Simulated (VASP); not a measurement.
**Bi: single point with r2SCAN**

Bi:

```
CELL_PARAMETERS angstrom
5.78166 0.00000 0.00000
-2.89083 5.00706 0.00000
0.00000 0.00000 3.39780
ATOMIC_POSITIONS crystal
Bi 0.00000 0.00000 0.00000
Bi 0.33333 0.66667 0.50000
Bi 0.66667 0.33333 0.50000
```

This isn't the form of Bi at room conditions, which is rhombohedral.

* Program: VASP 6.6.1
* Task: single point
* Functional: r2SCAN
* Potentials or basis: VASP PAW PBE potentials, release 64 (Bi_d)
* Cutoff: 550 eV
* k mesh: 7 × 7 × 11
* Occupations: fermi-dirac, width 0.1 eV
* Spin: no spin polarisation

```json
{
  "Pressure": "-1.8 GPa",
  "Band gap on the k mesh": "zero (an odd number of electrons rules out a gap without spin polarisation)"
}
```

Stress tensor (GPa, compression positive):
```
-2.03  0.00  0.00
 0.00 -2.03  0.00
 0.00  0.00 -1.38
```

Levels at points of the mesh, in eV from the Fermi level:
```
           k point  band 21  band 22  band 23  band 24  band 25  band 26
(0.00, 0.00, 0.00)    -3.19    -3.19     1.82     4.78     4.78     5.43
```

Wall time 7.6 min on 1 thread of Oxide Virtual Turin-like Processor, with other jobs on the host, peak memory 0.29 GiB.

Caveat: the PAW data sets were made with another functional, which shifts forces and pressure a little; spin-orbit coupling is left out, which moves the levels of the heavy elements.
